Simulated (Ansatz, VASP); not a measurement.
# One calculation of KF, two programs

The input POSCAR:

```
KF
1.0
    0.0000000000      2.7403375000      2.6735000000
    2.7403375000      0.0000000000      2.6735000000
    2.7403375000      2.7403375000      0.0000000000
K F
1 1
Direct
    0.0000000000      0.0000000000      0.0000000000
    0.5000000000      0.5000000000      0.5000000000
```

The input INCAR.step1:

```
ALGO     = Normal         # electronic algorithm
EDIFF    = 1E-4           # SCF threshold, eV
ENCUT    = 520            # plane-wave cutoff, eV
GGA      = PE             # functional
ISMEAR   = 0              # smearing method
LASPH    = T              # aspherical terms in the spheres
LCHARG   = F              # write CHGCAR
LREAL    = F              # projectors in reciprocal space
LWAVE    = T              # write WAVECAR
NBANDS   = 15             # bands
NELM     = 100            # most SCF steps
PREC     = Accurate       # precision mode
SIGMA    = 0.05           # smearing width, eV
```

Contents of INCAR.step2:

```
ALGO     = Normal         # electronic algorithm
EDIFF    = 1E-6           # SCF threshold, eV
ENCUT    = 520            # plane-wave cutoff, eV
ISIF     = 2              # what is computed and relaxed
ISMEAR   = 0              # smearing method
ISTART   = 1            
LASPH    = T              # aspherical terms in the spheres
LCHARG   = T              # write CHGCAR
LELF     = T              # ELF
LMIXTAU  = T            
LREAL    = F              # projectors in reciprocal space
LVHAR    = T            
LWAVE    = F              # write WAVECAR
METAGGA  = R2SCAN         # meta-GGA
NBANDS   = 15             # bands
NELM     = 100            # most SCF steps
PREC     = Accurate       # precision mode
SIGMA    = 0.05           # smearing width, eV
```

File KPOINTS:

```
k-points
0
Gamma
  8 8 8
```

Input for Ansatz:

```yaml
crystal:
  lattice:
    - [0.0, 2.7403375, 2.6735]
    - [2.7403375, 0.0, 2.6735]
    - [2.7403375, 2.7403375, 0.0]
  atoms:
    - { symbol: K, position: [0.0, 0.0, 0.0] }
    - { symbol: F, position: [0.5, 0.5, 0.5] }
basis:
  ecutwfc: 500
kpoints:
  mp_grid: { grid: [8, 8, 8] }
hamiltonian:
  xc: r2scan
scf:
  occupations: { method: gaussian, width: 0.05 }
output:
  forces: true
  stress: true
  eigenvalues: true
  write_density: true
  write_potential: true
  elf: true
  volumetric_format: npy
```

Change from the starting cell: strain +0.025 along x and y, +0.000 along z, atoms carried along.

Alike in both runs: task single point; functional r2SCAN; k mesh 8 × 8 × 8; occupations gaussian, width 0.05 eV; no spin polarisation.

|  | VASP | Ansatz |
| --- | --- | --- |
| version | VASP 6.6.1 | Ansatz 0.2.0 |
| potentials or method | VASP PAW PBE potentials, release 64 (K_sv, F), cutoff 520 eV | scalar-relativistic, plane waves, PAW |
| valence electrons in the cell | 16 | 16 |

```csv
,VASP,Ansatz,Ansatz less VASP
gap on the k mesh at the Fermi level (eV),6.54,6.54,+0.001
least direct gap on the mesh (eV),6.54,6.54,+0.001
pressure (GPa),-2.0,-1.9,+0.05
"traceless stress, the component that is largest in VASP (GPa)",0.76,0.74,-0.021
```

VASP's potentials were made for PBE, not for r2SCAN.
